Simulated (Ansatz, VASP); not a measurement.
ZnS in VASP and in Ansatz

Contents of INCAR:

```
PREC = Accurate ; ENCUT = 520
EDIFF = 1E-7 ; ISMEAR = 0
SIGMA = 0.05 ; LREAL = False
LASPH = True ; NELM = 60
ALGO = Normal ; ISIF = 2
LWAVE = False ; LCHARG = False
GGA = PS ; NBANDS = 26
```

File KPOINTS:

```
regular mesh
0
Gamma
  9 9 6
```

File POSCAR:

```
ZnS
1.0
    3.7303610463      0.0000000000      0.0000000000
   -1.8651805232      3.2305874314      0.0000000000
    0.0000000000      0.0000000000      6.1248380041
Zn S
2 2
Direct
    0.3333333333      0.6666666667      0.0175222429
    0.6666666667      0.3333333333      0.5175222429
    0.3333333333      0.6666666667      0.3795575521
    0.6666666667      0.3333333333      0.8795575521
```

Input for Ansatz:

```yaml
crystal:
  lattice:
    - [3.7303610463, 0.0, 0.0]
    - [-1.8651805232, 3.2305874314, 0.0]
    - [0.0, 0.0, 6.1248380041]
  atoms:
    - { symbol: Zn, position: [0.3333333333, 0.6666666667, 0.0175222429] }
    - { symbol: Zn, position: [0.6666666667, 0.3333333333, 0.5175222429] }
    - { symbol: S, position: [0.3333333333, 0.6666666667, 0.3795575521] }
    - { symbol: S, position: [0.6666666667, 0.3333333333, 0.8795575521] }
basis:
  ecutwfc: 520.0
kpoints:
  mp_grid: { grid: [9, 9, 6] }
hamiltonian:
  xc: pbesol
  pseudopotentials: { kind: paw }
scf:
  occupations: { method: gaussian, width: 0.05 }
output:
  forces: true
  stress: true
  eigenvalues: true
```

Alike in both runs: task single point; functional PBEsol; k mesh 9 × 9 × 6; occupations gaussian, width 0.05 eV; no spin polarisation.

|  | VASP | Ansatz |
| --- | --- | --- |
| version | VASP 6.6.1 | Ansatz 0.2.0 |
| potentials or method | VASP PAW PBE potentials, release 64 (Zn, S), cutoff 520 eV | scalar-relativistic, plane waves, PAW |
| valence electrons in the cell | 36 | 36 |

```tsv
	VASP	Ansatz	Ansatz less VASP
gap on the k mesh at the Fermi level (eV)	2.31	2.30	-0.009
least direct gap on the mesh (eV)	2.31	2.30	-0.009
pressure (GPa)	3.9	3.7	-0.24
traceless stress, the component that is largest in VASP (GPa)	3.32	3.29	-0.031
rms of the force components (eV/Å)	0.350	0.349	-0.0011
```

VASP's potentials were made for PBE, not for PBEsol. Atom by atom the forces differ by 0.001 eV/Å (rms over components).
